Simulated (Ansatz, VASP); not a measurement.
## GaP in VASP and in Ansatz

```
CELL_PARAMETERS angstrom
0.00000 2.90223 2.75119
2.75119 0.00000 2.75119
2.75119 2.90223 0.00000
ATOMIC_POSITIONS crystal
Ga 0.00000 0.00000 0.00000
P 0.75000 0.75000 0.75000
```

Alike in both runs: task single point; functional PBE; k mesh 10 × 10 × 10; occupations gaussian, width 0.05 eV; no spin polarisation.

|  | VASP | Ansatz |
| --- | --- | --- |
| version | VASP 6.6.1 | Ansatz 0.2.0 |
| potentials or method | VASP PAW PBE potentials, release 64 (Ga_d, P), cutoff 520 eV | scalar-relativistic, plane waves, PAW |
| valence electrons in the cell | 18 | 18 |

```tsv
	VASP	Ansatz	Ansatz less VASP
gap on the k mesh at the Fermi level (eV)	1.04	1.04	+0.004
least direct gap on the mesh (eV)	1.04	1.04	+0.004
pressure (GPa)	-3.6	-3.5	+0.04
traceless stress, the component that is largest in VASP (GPa)	-2.77	-2.76	+0.002
```

With one functional, cell and mesh, what is left measures potentials, basis and numerics.
